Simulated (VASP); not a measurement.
Set up this calculation in VASP 6.6.1, as the native input.

```yaml
Task: single point
Functional: PBE
Potentials_or_basis: VASP PAW PBE potentials, release 64 (Mo_sv, Rh_pv)
Cutoff: 500 eV
k_mesh: 4 × 4 × 3
Occupations: gaussian, width 0.2 eV
Spin: no spin polarisation
Dipole_correction: no
Further_INCAR_settings: ALGO = Normal; EDIFF = 1e-06; NBANDS = 52
```

The structure of Mo5Rh lies in POSCAR:

```
Mo5Rh
1.0
    3.9253608958      0.0000000000      0.0000000000
    0.0000000000      3.9253608958      0.0000000000
    0.0000000000      0.0000000000      6.3669039633
Mo Rh
5 1
Direct
    0.0000000000      0.5000000000      0.3049941755
    0.5000000000      0.0000000000      0.3049941755
    0.0000000000      0.5000000000      0.6950058245
    0.5000000000      0.0000000000      0.6950058245
    0.5000000000      0.5000000000      0.0000000000
    0.0000000000      0.0000000000      0.0000000000
```

The cell was built from a structure type or drawn by symmetry, and may not be a known phase.

One way to write it, as run:

INCAR

```
ALGO     = Normal         # electronic algorithm
EDIFF    = 1E-6           # SCF threshold, eV
ENCUT    = 500            # plane-wave cutoff, eV
GGA      = PE             # functional
GGA_COMPAT= False        
ISIF     = 2              # what is computed and relaxed
ISMEAR   = 0              # smearing method
LASPH    = True           # aspherical terms in the spheres
LCHARG   = False          # write CHGCAR
LREAL    = False          # projectors in reciprocal space
LWAVE    = False          # write WAVECAR
NBANDS   = 52             # bands
NELM     = 120            # most SCF steps
PREC     = Accurate       # precision mode
SIGMA    = 0.2            # smearing width, eV
```

KPOINTS

```
k-points
0
Gamma
  4 4 3
```

Potentials or basis: VASP PAW PBE potentials, release 64 (Mo_sv, Rh_pv).

The run is started by

```bash
$ cat potpaw_PBE.64/Mo_sv/POTCAR potpaw_PBE.64/Rh_pv/POTCAR > POTCAR
$ mpirun -np 1 vasp_std > vasp.out
```

It gave:

| Item | Value |
| --- | --- |
| Pressure | 0.7 GPa |
| Largest force | 0.025 eV/Å |
| Band gap on the k mesh | zero (an odd number of electrons rules out a gap without spin polarisation) |

Caveat: the k points lie up to 0.40 Å⁻¹ apart, too coarse for converged energies and pressures of a metal.

Wall time 100 s on 1 thread of Intel Xeon 8259CL (shared host), peak memory 0.21 GiB.
